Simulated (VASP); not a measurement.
Input of a VASP 6.6.1 run:

INCAR

```
ALGO     = Normal         # electronic algorithm
EDIFF    = 1E-6           # SCF threshold, eV
ENCUT    = 500            # plane-wave cutoff, eV
GGA      = PS             # functional
GGA_COMPAT= False        
ISIF     = 2              # what is computed and relaxed
ISMEAR   = 0              # smearing method
LASPH    = True           # aspherical terms in the spheres
LCHARG   = False          # write CHGCAR
LREAL    = False          # projectors in reciprocal space
LWAVE    = False          # write WAVECAR
NBANDS   = 21             # bands
NELM     = 120            # most SCF steps
PREC     = Accurate       # precision mode
SIGMA    = 0.1            # smearing width, eV
```

File KPOINTS:

```
k-points
0
Gamma
  8 8 8
```

File POSCAR:

```
Ru
1.0
   -2.3361639092      2.3361639092      1.2744205368
    2.3361639092     -2.3361639092      1.2744205368
    2.3361639092      2.3361639092     -1.2744205368
Ru
2
Direct
    0.0000000000      0.0000000000      0.0000000000
    0.7500000000      0.2500000000      0.5000000000
```

Potentials or basis: VASP PAW PBE potentials, release 64 (Ru_pv).

The run is started by

```bash
$ cat potpaw_PBE.64/Ru_pv/POTCAR > POTCAR
$ mpirun -np 1 vasp_std > vasp.out
```

Predict the pressure.

19.8 GPa.

Predict the band gap on the k mesh.

zero (band 14 reaches 13.17 eV, above the bottom of band 15 at 11.62 eV).

Stress tensor (GPa, compression positive):
```
18.09  0.00  0.00
 0.00 18.09  0.00
 0.00  0.00 23.15
```

Caveat: the PAW data sets were made with another functional, which shifts forces and pressure a little.
